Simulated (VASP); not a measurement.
A run of VASP 6.6.1:

Contents of INCAR:

```
ALGO = Normal ; EDIFF = 1E-7
ENCUT = 520 ; GGA = PE
ISIF = 2 ; ISMEAR = 1
LASPH = T ; LCHARG = F
LREAL = F ; LWAVE = F
NBANDS = 28 ; NELM = 60
PREC = Accurate ; SIGMA = 0.5
```

Contents of KPOINTS:

```
k-points
0
Gamma
  6 6 2
```

File POSCAR:

```
SnSe
1.0
    4.1382210481      0.0000000000      0.0000000000
   -2.0691105240      3.5838045541      0.0000000000
    0.0000000000      0.0000000000      7.4840920913
Sn Se
2 2
Direct
    0.0000000000      0.0000000000      0.0000000000
    0.0000000000      0.0000000000      0.5000000000
    0.3333333333      0.6666666667      0.2500000000
    0.6666666667      0.3333333333      0.7500000000
```

Potentials or basis: VASP PAW PBE potentials, release 64 (Sn_d, Se).

Launch:

```bash
$ cat potpaw_PBE.64/Sn_d/POTCAR potpaw_PBE.64/Se/POTCAR > POTCAR
$ mpirun -np 1 vasp_std > vasp.out
```

Hardware: 1 thread of Intel Xeon 6975P-C, with other jobs on the host.

Problem. How long does it take, and how much memory?

Solution. Run time: 47 s on 1 thread of Intel Xeon 6975P-C (shared host), peak memory 0.24 GiB. Counts: scf iterations 15, k points 14.
